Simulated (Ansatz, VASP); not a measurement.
Two plane-wave programs on Ni

```xyz
1
Lattice="0.0000 1.7389 1.7389 1.7389 0.0000 1.7389 1.7389 1.7389 0.0000" Properties=species:S:1:pos:R:3 pbc="T T T"
Ni    0.0000    0.0000    0.0000
```

Alike in both runs: functional r2SCAN; k mesh 28 × 28 × 28; occupations gaussian, width 0.1 eV; collinear spin.

Ansatz relaxed the structure, and its values are those at the end. VASP's run is a single point on that final structure, the one shown.

|  | VASP | Ansatz |
| --- | --- | --- |
| version | VASP 6.6.1 | Ansatz 0.2.0 |
| potentials or method | VASP PAW PBE potentials, release 64 (Ni), cutoff 520 eV | scalar-relativistic, plane waves, PAW |
| valence electrons in the cell | 10 | 18 |

|  | VASP | Ansatz | Ansatz less VASP |
| --- | --- | --- | --- |
| gap on the k mesh at the Fermi level (eV) | none | none | - |
| pressure (GPa) | 0.5 | 0.0 | -0.53 |
| net moment per atom (μB) | 0.72 | 0.73 | +0.016 |
| size of the moment on the site where the two differ most (μB) | 0.73 | 0.80 | +0.064 |

VASP's potentials were made for PBE, not for r2SCAN. Site moments also hang on the region over which each program counts them. A gap of «none» marks a metal or a gap that the smearing closes. VASP's potentials hold 10 valence electrons a cell and Ansatz's 18, so a difference there can come from the potentials and not from the codes.
